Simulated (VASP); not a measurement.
# KMgF3 (Pm-3m) in VASP: settings compared

The runs below take KMgF3 through single point, with r2SCAN+D3(BJ), r2SCAN+rVV10, r2SCAN+D4.

Everything below comes from runs of VASP 6.6.1. Logs are shortened: lines on timing, memory, paths and dates and some standing lists are left out, and cuts for length are marked.

## 1. The cell of the first run

Symmetry: Pm-3m, No. 221, cubic system. Conventional cell: a = 3.963 Å, b = 3.963 Å, c = 3.963 Å, α = 90.00°, β = 90.00°, γ = 90.00°. K (site symmetry m-3m) has 12 F at 2.80 Å and 8 Mg at 3.43 Å within 3.7 Å. Mg (site symmetry m-3m) has 6 F at 1.98 Å within 2.6 Å. F (site symmetry 4/mmm) has 2 Mg at 1.98 Å within 2.6 Å.

## 2. Single point, r2SCAN+D3(BJ)

POSCAR reads:

```
KMgF3
1.0
    3.9625288884      0.0000000000      0.0000000000
    0.0000000000      3.9625288884      0.0000000000
    0.0000000000      0.0000000000      3.9625288884
K Mg F
1 1 3
Direct
    0.5000000000      0.5000000000      0.5000000000
    0.0000000000      0.0000000000      0.0000000000
    0.0000000000      0.0000000000      0.5000000000
    0.0000000000      0.5000000000      0.0000000000
    0.5000000000      0.0000000000      0.0000000000
```

INCAR.step1 reads:

```
PREC = Accurate ; ENCUT = 520
ISMEAR = -1 ; SIGMA = 0.05
LREAL = F ; LASPH = T
NELM = 60 ; NBANDS = 24
GGA = PE ; ALGO = Normal
EDIFF = 1E-4 ; LWAVE = T
LCHARG = F
```

INCAR.step2 reads:

```
PREC = Accurate ; ENCUT = 520
EDIFF = 1E-7 ; ISMEAR = -1
SIGMA = 0.05 ; LREAL = F
LASPH = T ; NELM = 60
ALGO = Normal ; ISIF = 2
LWAVE = F ; LCHARG = T
METAGGA = R2SCAN ; LMIXTAU = T
IVDW = 12 ; VDW_S6 = 1.0
VDW_S8 = 0.78981345 ; VDW_A1 = 0.49484001
VDW_A2 = 5.73083694 ; LELF = T
LVHAR = T ; NBANDS = 24
ISTART = 1
```

KPOINTS reads:

```
Automatic mesh
0
Gamma
  7 7 7
```

Potentials or basis: VASP PAW PBE potentials, release 64 (K_sv, Mg, F).

Run with:

```bash
> cat potpaw_PBE.64/K_sv/POTCAR potpaw_PBE.64/Mg/POTCAR potpaw_PBE.64/F/POTCAR > POTCAR
> cp INCAR.step1 INCAR
> mpirun -np 1 vasp_std > vasp.out
> cp INCAR.step2 INCAR
> mpirun -np 1 vasp_std > vasp.out
```

OUTCAR:

```text
PREC = Accurate
   ENCUT = 520
   EDIFF = 1E-7
   ISMEAR = -1
   LREAL = F
   LASPH = T
   NELM = 60
   ISIF = 2
   METAGGA = R2SCAN
   IVDW = 12
   ISTART = 1
 IVDW          = 12

 ion  position               nearest neighbor table
   1  0.500  0.500  0.500-   3 2.80   4 2.80   5 2.80   4 2.80   5 2.80   3 2.80   5 2.80   5 2.80
                             3 2.80   4 2.80   4 2.80   3 2.80   2 3.43   2 3.43   2 3.43   2 3.43
   2  0.000  0.000  0.000-   3 1.98   4 1.98   5 1.98   3 1.98   4 1.98   5 1.98   1 3.43   1 3.43
                             1 3.43   1 3.43   1 3.43   1 3.43   1 3.43   1 3.43
   3  0.000  0.000  0.500-   2 1.98   2 1.98   1 2.80   1 2.80   1 2.80   1 2.80
   4  0.000  0.500  0.000-   2 1.98   2 1.98   1 2.80   1 2.80   1 2.80   1 2.80
   5  0.500  0.000  0.000-   2 1.98   2 1.98   1 2.80   1 2.80   1 2.80   1 2.80

  LATTYP: Found a simple cubic cell.
 ALAT       =     3.9625288884

  Lattice vectors:

 A1 = (   3.9625288884,   0.0000000000,   0.0000000000)
 A2 = (   0.0000000000,   3.9625288884,   0.0000000000)
 A3 = (   0.0000000000,   0.0000000000,   3.9625288884)

Analysis of symmetry for initial positions (statically):
=====================================================================
 Subroutine PRICEL returns:
 Original cell was already a primitive cell.

 Routine SETGRP: Setting up the symmetry group for a
 simple cubic supercell.

 Subroutine GETGRP returns: Found 48 space group operations
 (whereof 48 operations were pure point group operations)
 out of a pool of 48 trial point group operations.

The static configuration has the point symmetry O_h .

Analysis of symmetry for dynamics (positions and initial velocities):
=====================================================================
 Subroutine PRICEL returns:
 Original cell was already a primitive cell.

 Routine SETGRP: Setting up the symmetry group for a
 simple cubic supercell.

 Subroutine GETGRP returns: Found 48 space group operations
 (whereof 48 operations were pure point group operations)
 out of a pool of 48 trial point group operations.

The dynamic configuration has the point symmetry O_h .

 Subroutine INISYM returns: Found 48 space group operations
 (whereof 48 operations are pure point group operations),
 and found     1 'primitive' translations

----------------------------------------------------------------------------------------

[... 93 lines left out ...]
   EDIFF  = 0.1E-06   stopping-criterion for ELM
   LREAL  =      F    real-space projection
   EDIFFG = 0.1E-05   stopping-criterion for IOM
   NSW    =      0    number of steps for IOM
   IBRION =     -1    ionic relax: 0-MD 1-quasi-New 2-CG
   NFREE  =      0    steps in history (QN), initial steepest desc. (CG)
   ISIF   =      2    stress and relaxation
   ISYM   =      2    0-nonsym 1-usesym 2-fastsym
   POTIM  = 0.5000    time-step for ionic-motion
   TEBEG  =    0.0;   TEEND  =   0.0 temperature during run
   PSTRESS=    0.0 pullay stress
   NELECT =      32.0000    total number of electrons
   NUPDOWN=      -1.0000    fix difference up-down
   EMIN   =  10.00;   EMAX   =-10.00  energy-range for DOS
   EFERMI =   0.00;   METHOD = LEGACY
   ISMEAR =    -1;   SIGMA  =   0.05  broadening in eV -4-tet -1-fermi 0-gaus
   EFERMI_NEDOS =   21; number of points for ismear=-14 and -15
   IALGO  =     38    algorithm
   IMIX   =      4    mixing-type and parameters
     AMIX     =   0.40;   BMIX     =  1.00
     AMIX_MAG =   1.60;   BMIX_MAG =  1.00
  volume/ion in A,a.u.               =      12.44        83.97
  Fermi-wavevector in a.u.,A,eV,Ry     =   1.311653  2.478665 23.407930  1.720434
  Thomas-Fermi vector in A             =   2.442100
   LORBIT       =      0    0 simple, 1 ext, 2 COOP (PROOUT), +10 PAW based schemes
   METAGGA = R2SCAN    functional components
   LHFCALC =     F    Hartree Fock is set to
   AEXX    =    0.0000 exact exchange contribution
   IVDW    =    12    specifies the selected vdW correction
   LEPSILON=     F    determine dielectric tensor
   LRPA    =     F    only Hartree local field effects (RPA)
 non-spin polarized calculation
  energy-cutoff  :      520.00
  volume of cell :       62.22
 maximum number of plane-waves:      1743
 NGX is ok and might be reduce to    30
   NGX = 15   NGY = 15   NGZ = 15

 number of electron      31.9999960 magnetization

 Free energy of the ion-electron system (eV)
  ---------------------------------------------------
  ext. energy  EPLUGINS =         0.00000000
  ---------------------------------------------------
  free energy    TOTEN  =       -37.41407923 eV

  energy without entropy =      -37.41407923  energy(sigma->0) =      -37.41407923

 E-fermi :  -0.9157     XC(G=0): -10.2995

 val. band max:       -2.1620729212   @ k =   0.4286   0.4286   0.4286
 cond. band min:       6.2608279409   @ k =   0.0000   0.0000   0.0000
 fundamental gap:      8.4229008620
 Fermi energy:        -0.9156751650

 k-point     1 :       0.0000    0.0000    0.0000
  band No.  band energies     occupation
      1     -28.6920      2.00000
      2     -23.4155      2.00000
      3     -22.7625      2.00000
      4     -22.7625      2.00000
      5     -11.4213      2.00000
      6     -11.4213      2.00000
[... 529 lines left out ...]
     23      14.4753      0.00000
     24      14.5744      0.00000

------------------------ aborting loop because EDIFF is reached ----------------------------------------

 Edisp (eV)   -0.40063

 E8    (eV) :    -0.1312

  FORCE on cell =-STRESS in cart. coord.  units (eV):
  Direction    XX          YY          ZZ          XY          YZ          ZX
  --------------------------------------------------------------------------------------
  -------------------------------------------------------------------------------------
  Total      -0.22487    -0.22487    -0.22487    -0.00000    -0.00000    -0.00000
  in kB      -5.79066    -5.79066    -5.79066    -0.00000    -0.00000    -0.00000
  external pressure =       -5.79 kB  Pullay stress =        0.00 kB

 VOLUME and BASIS-vectors are now :
 -----------------------------------------------------------------------------
  energy-cutoff  :      520.00
  volume of cell :       62.22
      direct lattice vectors                 reciprocal lattice vectors
     3.962528888  0.000000000  0.000000000     0.252364091  0.000000000  0.000000000
     0.000000000  3.962528888  0.000000000     0.000000000  0.252364091  0.000000000
     0.000000000  0.000000000  3.962528888     0.000000000  0.000000000  0.252364091

 POSITION                                       TOTAL-FORCE (eV/Angst)
 -----------------------------------------------------------------------------------
      1.98126      1.98126      1.98126         0.000000      0.000000      0.000000
      0.00000      0.00000      0.00000         0.000000      0.000000      0.000000
      0.00000      0.00000      1.98126         0.000000      0.000000      0.000000
      0.00000      1.98126      0.00000         0.000000      0.000000      0.000000
      1.98126      0.00000      0.00000         0.000000      0.000000      0.000000
 -----------------------------------------------------------------------------------
    total drift:                                0.000000     -0.000000      0.000000

  FREE ENERGIE OF THE ION-ELECTRON SYSTEM (eV)
  ---------------------------------------------------
  free  energy   TOTEN  =       -37.8147052369 eV

  energy  without entropy=      -37.8147052369  energy(sigma->0) =      -37.81470524
```

OUTCAR.step1:

```text
PREC = Accurate
   ENCUT = 520
   ISMEAR = -1
   LREAL = F
   LASPH = T
[... 766 lines left out ...]
      0.00000      0.00000      0.00000         0.000000      0.000000      0.000000
      0.00000      0.00000      1.98126         0.000000      0.000000      0.000000
      0.00000      1.98126      0.00000         0.000000      0.000000      0.000000
      1.98126      0.00000      0.00000         0.000000      0.000000      0.000000
 -----------------------------------------------------------------------------------
    total drift:                                0.000000     -0.000000      0.000000

  FREE ENERGIE OF THE ION-ELECTRON SYSTEM (eV)
  ---------------------------------------------------
  free  energy   TOTEN  =       -24.3838484602 eV

  energy  without entropy=      -24.3838484602  energy(sigma->0) =      -24.38384846
```

Run time: 3.1 min. Hardware: 1 thread of Intel Xeon 8259CL, shared host; peak memory 0.2 GiB.

What came out:

* Free energy: -37.8147 eV
* Pressure: -0.6 GPa
* Band gap on the k mesh: 8.42 eV (least direct gap 8.71 eV)
* Dispersion energy per atom: -0.080 eV

Levels at points of the mesh, in eV from the valence-band top:
| k point | band 14 | band 15 | band 16 | band 17 | band 18 | band 19 |
| --- | --- | --- | --- | --- | --- | --- |
| (0.00, 0.00, 0.00) | -0.29 | -0.29 | -0.29 | 8.42 | 10.90 | 10.90 |

Caveat: the PAW data sets were made with another functional, which shifts forces and pressure a little; an odd mesh through Γ misses points on the zone boundary, where band edges can lie.

## 3. Single point, r2SCAN+rVV10

POSCAR: that of step 2 with these lines changed.

```diff
@@ -2,5 +2,5 @@
 1.0
-    3.9625288884      0.0000000000      0.0000000000
-    0.0000000000      3.9625288884      0.0000000000
-    0.0000000000      0.0000000000      3.9625288884
+    3.9619369992      0.0000000000      0.0000000000
+    0.0000000000      3.9619369992      0.0000000000
+    0.0000000000      0.0000000000      3.9619369992
 K Mg F
```

INCAR.step1 reads:

```
SYSTEM = KMgF3
PREC = Accurate
ENCUT = 520
ISMEAR = -1
SIGMA = 0.05
LREAL = .FALSE.
LASPH = .TRUE.
NELM = 100
NBANDS = 24
GGA = PE
ALGO = Normal
EDIFF = 1E-4
LWAVE = .TRUE.
LCHARG = .FALSE.
```

INCAR.step2 reads:

```
SYSTEM = KMgF3
PREC = Accurate
ENCUT = 520
EDIFF = 1E-6
ISMEAR = -1
SIGMA = 0.05
LREAL = .FALSE.
LASPH = .TRUE.
NELM = 100
ALGO = Normal
ISIF = 2
LWAVE = .FALSE.
LCHARG = .TRUE.
METAGGA = R2SCAN
LMIXTAU = .TRUE.
LUSE_VDW = .TRUE.
IVDW_NL = 2
BPARAM = 11.95
CPARAM = 0.0093
LELF = .TRUE.
LVHAR = .TRUE.
NBANDS = 24
ISTART = 1
```

KPOINTS reads:

```
Automatic mesh
0
G
  7 7 7
  0 0 0
```

Potentials or basis: VASP PAW PBE potentials, release 64 (K_sv, Mg, F).

Run with:

```bash
> cat potpaw_PBE.64/K_sv/POTCAR potpaw_PBE.64/Mg/POTCAR potpaw_PBE.64/F/POTCAR > POTCAR
> cp INCAR.step1 INCAR
> mpirun -np 1 vasp_std > vasp.out
> cp INCAR.step2 INCAR
> mpirun -np 1 vasp_std > vasp.out
```

Wall time 4 min (1 thread of Intel Xeon 8259CL, shared host); peak memory 0.3 GiB.

It converged, with:

```
Free energy            : -36.3153 eV
Pressure               : -0.5 GPa
Band gap on the k mesh : 8.35 eV (least direct gap 8.63 eV)
```

Levels at points of the mesh, in eV from the valence-band top:
| k point | band 13 | band 14 | band 15 | band 16 | band 17 | band 18 | band 19 | band 20 |
| --- | --- | --- | --- | --- | --- | --- | --- | --- |
| (0.00, 0.00, 0.00) | -0.62 | -0.29 | -0.29 | -0.29 | 8.35 | 10.83 | 10.83 | 13.22 |

Caveat: the PAW data sets were made with another functional, which shifts forces and pressure a little; an odd mesh through Γ misses points on the zone boundary, where band edges can lie.

(Part 1 of 2 ends here.)
